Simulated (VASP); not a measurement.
Input of a VASP 6.6.1 run:

File INCAR:

```
ALGO = Normal ; EDIFF = 1E-7
EDIFFG = -0.01 ; ENCUT = 600
GGA = RE ; IBRION = 2
ISIF = 3 ; ISMEAR = -1
LASPH = T ; LCHARG = F
LREAL = F ; LWAVE = F
NELM = 100 ; NSW = 80
PREC = Accurate ; SIGMA = 0.1
```

File KPOINTS:

```
k-points
0
Gamma
  12 12 12
```

File POSCAR:

```
Re
1.0
    2.5141111682      0.0000000000      0.0000000000
    0.0000000000      2.5141111682      0.0000000000
    0.0000000000      0.0000000000      2.5141111682
Re
1
Direct
    0.0000000000      0.0000000000      0.0000000000
```

Potentials or basis: VASP PAW PBE potentials, release 64 (Re).

Command:

```console
$ cat potpaw_PBE.64/Re/POTCAR > POTCAR
$ mpirun -np 1 vasp_std > vasp.out
```

Predict the space group after relaxing (to 0.05 Å).

Pm-3m (No. 221).

Predict the relaxed cell.

a = 2.584 Å, b = 2.584 Å, c = 2.584 Å, α = 90.00°, β = 90.00°, γ = 90.00°.

What does it give for the relaxed volume?

17.26 Å³/atom.

Final structure:
```cif
data_structure
_symmetry_space_group_name_H-M 'P 1'
_symmetry_Int_Tables_number 1
_cell_length_a 2.5843
_cell_length_b 2.5843
_cell_length_c 2.5843
_cell_angle_alpha 90.000
_cell_angle_beta 90.000
_cell_angle_gamma 90.000
_cell_volume 17.26
loop_
_atom_site_label
_atom_site_type_symbol
_atom_site_fract_x
_atom_site_fract_y
_atom_site_fract_z
_atom_site_occupancy
Re1 Re 0.00000 0.00000 0.00000 1
```

Caveat: the PAW data sets were made with another functional, which shifts forces and pressure a little.
